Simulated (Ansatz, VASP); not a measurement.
# Ga in VASP and in Ansatz

Contents of INCAR:

```
ALGO = Normal
EDIFF = 1E-8
ENCUT = 520
GGA = PS
ISIF = 2
ISMEAR = -1
LASPH = True
LCHARG = False
LEFG = True
LREAL = False
LWAVE = False
NBANDS = 34
NELM = 60
PREC = Accurate
SIGMA = 0.05
```

KPOINTS

```
k-points
0
Gamma
  9 9 8
```

File POSCAR:

```
Ga
1.0
    2.2553500000     -3.8224000000      0.0000000000
    2.2553500000      3.8224000000      0.0000000000
    0.0000000000      0.0000000000      4.5167000000
Ga
4
Direct
    0.1525000000      0.8475000000      0.0785000000
    0.6525000000      0.3475000000      0.4215000000
    0.8475000000      0.1525000000      0.9215000000
    0.3475000000      0.6525000000      0.5785000000
```

Input for Ansatz:

```yaml
crystal:
  lattice:
    - [2.25535, -3.8224, 0.0]
    - [2.25535, 3.8224, 0.0]
    - [0.0, 0.0, 4.5167]
  atoms:
    - { symbol: Ga, position: [0.1525, 0.8475, 0.0785] }
    - { symbol: Ga, position: [0.6525, 0.3475, 0.4215] }
    - { symbol: Ga, position: [0.8475, 0.1525, 0.9215] }
    - { symbol: Ga, position: [0.3475, 0.6525, 0.5785] }
kpoints:
  mp_grid: { grid: [9, 9, 8] }
  band_path:
    path:
      - [0.0, 0.0, 0.0]
      - [-0.5, 0.5, 0.0]
      - [-0.337035342, 0.662964658, 0.0]
      - [0.337035342, 0.337035342, 0.0]
      - [0.0, 0.0, 0.0]
      - [0.0, 0.0, 0.5]
      - [0.337035342, 0.337035342, 0.5]
      - [-0.337035342, 0.662964658, 0.5]
      - [-0.5, 0.5, 0.5]
    npoints: 14
scf:
  occupations: { method: fermi_dirac, width: 0.05 }
hamiltonian:
  xc: pbesol
  pseudopotentials: { kind: paw }
output:
  forces: true
  stress: true
  eigenvalues: true
  efg: { contact_densities: true }
  populations: true
  bader: true
  dos: { projected: true, de: 0.2, e_range: [-14, 8] }
  write_density: true
  write_potential: true
  elf: true
  volumetric_format: npy
```

Alike in both runs: task electric field gradients; functional PBEsol; k mesh 9 × 9 × 8; occupations fermi-dirac, width 0.05 eV; no spin polarisation.

|  | VASP | Ansatz |
| --- | --- | --- |
| version | VASP 6.6.1 | Ansatz 0.2.0 |
| potentials or method | VASP PAW PBE potentials, release 64 (Ga_d) | PAW with Ansatz's default frozen-core files, scalar-relativistic |
| plane-wave cutoff (eV) | 520 | 420 |
| valence electrons in the cell | 52 | 52 |

|  | VASP | Ansatz | Ansatz less VASP |
| --- | --- | --- | --- |
| pressure (GPa) | -1.1 | -1.2 | -0.06 |
| traceless stress, the component that is largest in VASP (GPa) | 1.46 | 1.47 | +0.014 |
| rms of the force components (eV/Å) | 0.251 | 0.255 | +0.0032 |
| size of Vzz on the site where it differs most (V/Å²) | 51.5 | 53.5 | +2.05 |

VASP's potentials were made for PBE, not for PBEsol. Atom by atom the forces differ by 0.003 eV/Å (rms over components). The functional is the same, so the differences come from potentials, cutoffs and numerics.
